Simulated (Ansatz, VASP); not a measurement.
# Two plane-wave programs on Ta

Contents of POSCAR:

```
Ta
1.0
    2.9601883259      0.0000000000      0.0000000000
   -1.4800941629      2.5635982902      0.0000000000
    0.0000000000      0.0000000000      5.1181138697
Ta
2
Direct
    0.6666666667      0.3333333333      0.7500000000
    0.3333333333      0.6666666667      0.2500000000
```

INCAR.step1

```
ALGO = Normal
EDIFF = 1E-4
ENCUT = 520
GGA = PE
ISMEAR = 0
LASPH = T
LCHARG = F
LREAL = F
LWAVE = T
NBANDS = 18
NELM = 60
PREC = Accurate
SIGMA = 0.15
```

The input INCAR.step2:

```
ALGO = Normal
EDIFF = 1E-7
ENCUT = 520
ISIF = 2
ISMEAR = 0
ISTART = 1
LASPH = T
LCHARG = F
LMIXTAU = T
LREAL = F
LWAVE = F
METAGGA = R2SCAN
NBANDS = 18
NELM = 60
PREC = Accurate
SIGMA = 0.15
```

Contents of KPOINTS:

```
k-points
0
Gamma
  24 24 12
```

Input for Ansatz:

```yaml
crystal:
  lattice:
    - [2.9601883259, 0.0, 0.0]
    - [-1.4800941629, 2.5635982902, 0.0]
    - [0.0, 0.0, 5.1181138697]
  atoms:
    - { symbol: Ta, position: [0.6666666667, 0.3333333333, 0.75] }
    - { symbol: Ta, position: [0.3333333333, 0.6666666667, 0.25] }
basis:
  ecutwfc: 500
kpoints:
  mp_grid: { grid: [24, 24, 12] }
hamiltonian:
  xc: r2scan
scf:
  occupations: { method: gaussian, width: 0.15 }
output:
  forces: true
  stress: true
  eigenvalues: true
```

Change from the starting cell: strain +0.0250 x Voigt [1, 1, 0, 0, 0, 0], atoms carried along.

Alike in both runs: task single point; functional r2SCAN; k mesh 24 × 24 × 12; occupations gaussian, width 0.15 eV; no spin polarisation.

|  | VASP | Ansatz |
| --- | --- | --- |
| version | VASP 6.6.1 | Ansatz 0.2.0 |
| potentials or method | VASP PAW PBE potentials, release 64 (Ta_pv), cutoff 520 eV | scalar-relativistic, plane waves, PAW |
| valence electrons in the cell | 22 | 26 |

VASP gave:

* gap on the k mesh at the Fermi level (eV): none
* pressure (GPa): -8.5
* traceless stress, the component that is largest in VASP (GPa): 3.37

**Question.** What did Ansatz give for the same quantities?

**Answer.** gap on the k mesh at the Fermi level (eV): none; pressure (GPa): -9.0; traceless stress, the component that is largest in VASP (GPa): 3.30.

VASP's potentials were made for PBE, not for r2SCAN. A gap of «none» marks a metal or a gap that the smearing closes. VASP's potentials hold 22 valence electrons a cell and Ansatz's 26, so a difference there can come from the potentials and not from the codes.

Spin-orbit coupling is off throughout.
